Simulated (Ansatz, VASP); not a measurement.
# C: VASP beside Ansatz

```xyz
4
Lattice="2.4650 0.0000 0.0000 -1.2325 2.1347 0.0000 0.0000 0.0000 6.7377" Properties=species:S:1:pos:R:3 pbc="T T T"
C     0.0000    0.0000    5.0533
C     0.0000    0.0000    1.6844
C     0.0000    1.4231    5.0533
C     1.2325    0.7116    1.6844
```

Alike in both runs: functional PBE; dispersion D3(BJ); k mesh 21 × 21 × 6; occupations gaussian, width 0.1 eV; no spin polarisation.

Ansatz relaxed the structure, and its values are those at the end. VASP's run is a single point on that final structure, the one shown.

|  | VASP | Ansatz |
| --- | --- | --- |
| version | VASP 6.6.1 | Ansatz 0.2.0 |
| potentials or method | VASP PAW PBE potentials, release 64 (C), cutoff 600 eV | scalar-relativistic, plane waves, PAW |
| valence electrons in the cell | 16 | 16 |

```csv
,VASP,Ansatz,Ansatz less VASP
gap on the k mesh at the Fermi level (eV),none,none,-
pressure (GPa),0.0,0.0,-0.01
```

A gap of «none» marks a metal or a gap that the smearing closes.
